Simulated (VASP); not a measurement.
Runs of VASP 6.6.1 on SrCl2. The structure is that of space group Fm-3m (No. 225), or close to it. The cells are those of the table. 

| level | potentials or basis | cell | k mesh | smearing | grid for exact exchange (PRECFOCK) | screening parameter | gap on the mesh (eV) | pressure (GPa) |
| --- | --- | --- | --- | --- | --- | --- | --- | --- |
| PBEsol | VASP PAW PBE potentials, release 64 (Sr_sv, Cl) | a = 4.884 Å, angles 60.0°, 3 atoms | 6 × 6 × 6 | fermi-dirac 0.02 eV | - | - | 5.24 | 0.2 |
| r2SCAN | VASP PAW PBE potentials, release 64 (Sr_sv, Cl) | a = 4.946 Å, angles 60.0°, 3 atoms | 6 × 6 × 6 | fermi-dirac 0.02 eV | - | - | 5.94 | 0.0 |
| HSE06 | VASP PAW PBE potentials, release 64 (Sr_sv, Cl) | a = 4.955 Å, angles 60.0°, 3 atoms | 4 × 4 × 4 | fermi-dirac 0.02 eV | Normal | 0.2079 1/Å | 6.56 | 0.1 |
| r2SCAN | VASP PAW PBE potentials, release 64 (Sr_sv, Cl) | a = 4.946 Å, angles 60.0°, 3 atoms | 6 × 6 × 6 | gaussian 0.01 eV | - | - | 5.94 | 0.0 |
| LDA | VASP PAW LDA potentials, release 64 (Sr_sv, Cl) | a = 4.807 Å, angles 60.0°, 3 atoms | 6 × 6 × 6 | fermi-dirac 0.02 eV | - | - | (a) | 0.2 |

Alike in all rows: task single point; no spin polarisation; cutoff (eV) 520.

Task: Estimate the missing entries.

Result: (a) 5.09.

Caveats: the PAW data sets were made with another functional, which shifts forces and pressure a little (some runs).

A k mesh can miss the band edges, and the runs leave out spin-orbit coupling on Sr.
